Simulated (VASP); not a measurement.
Write the native input for VASP 6.6.1 that does the following.

| Property | Result |
| --- | --- |
| Task | single point |
| Functional | LDA |
| Potentials or basis | VASP PAW LDA potentials, release 64 (Zr_sv, Sc_sv) |
| Cutoff | 520 eV |
| k mesh | 15 × 15 × 8 |
| Occupations | fermi-dirac, width 0.15 eV |
| Spin | no spin polarisation |
| Dipole correction | no |
| Further INCAR settings | ALGO = Fast; EDIFF = 1e-07; NBANDS = 18 |

The structure of ZrSc lies in POSCAR:

```
ZrSc
1.0
    3.1732789445      0.0000000000      0.0000000000
   -1.5866394723      2.7481401792      0.0000000000
    0.0000000000      0.0000000000      5.0528596168
Zr Sc
1 1
Direct
    0.6666666667      0.3333333333      0.0000000000
    0.0000000000      0.0000000000      0.5000000000
```

These files were run (other wordings do the same):

INCAR

```
ALGO = Fast
EDIFF = 1E-7
ENCUT = 520
ISIF = 2
ISMEAR = -1
LASPH = T
LCHARG = F
LREAL = F
LWAVE = F
NBANDS = 18
NELM = 100
PREC = Accurate
SIGMA = 0.15
```

KPOINTS

```
k-points
0
Gamma
  15 15 8
```

Potentials or basis: VASP PAW LDA potentials, release 64 (Zr_sv, Sc_sv).

Command:

```sh
$ cat potpaw_LDA.64/Zr_sv/POTCAR potpaw_LDA.64/Sc_sv/POTCAR > POTCAR
$ mpirun -np 1 vasp_std > vasp.out
```

It gave:

```yaml
Pressure: 0.1 GPa
Band_gap_on_the_k_mesh: zero (an odd number of electrons rules out a gap without spin polarisation)
```

Wall time 6.1 min on 1 thread of AMD EPYC 7R43 64-Core Processor (Zen 3) (shared host), peak memory 0.19 GiB.
